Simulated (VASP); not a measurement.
Here is a VASP 6.6.1 calculation.

INCAR

```
  PREC = Accurate
  ENCUT = 600
  EDIFF = 1E-6
  ISMEAR = -1
  SIGMA = 0.01
  LREAL = False
  LASPH = True
  NELM = 120
  ALGO = Normal
  ISIF = 2
  LWAVE = False
  LCHARG = False
  GGA = PE
  NBANDS = 35
  GGA_COMPAT = False
```

File KPOINTS:

```
Automatic mesh
0
Gamma
  7 7 11
```

File POSCAR:

```
ZnF2
1.0
    4.7029441700      0.0000000000      0.0000000000
    0.0000000000      4.7029441700      0.0000000000
    0.0000000000      0.0000000000      3.1328902100
Zn F
2 4
Direct
    0.5000000000      0.5000000000      0.5000000000
    0.0000000000      0.0000000000      0.0000000000
    0.6968616200      0.6968616200      0.0000000000
    0.8031383800      0.1968616200      0.5000000000
    0.3031383800      0.3031383800      0.0000000000
    0.1968616200      0.8031383800      0.5000000000
```

Potentials or basis: VASP PAW PBE potentials, release 64 (Zn, F).

Run with:

```console
$ cat potpaw_PBE.64/Zn/POTCAR potpaw_PBE.64/F/POTCAR > POTCAR
$ mpirun -np 1 vasp_std > vasp.out
```

(1) What does it give for the pressure?

(2) What does it give for the band gap on the k mesh?

(3) What does it give for the largest force?

Answers

(1) 6.7 GPa.

(2) 3.50 eV.

(3) 0.033 eV/Å.

Caveat: the cell stands under pressure; an odd mesh through Γ misses points on the zone boundary, where band edges can lie.
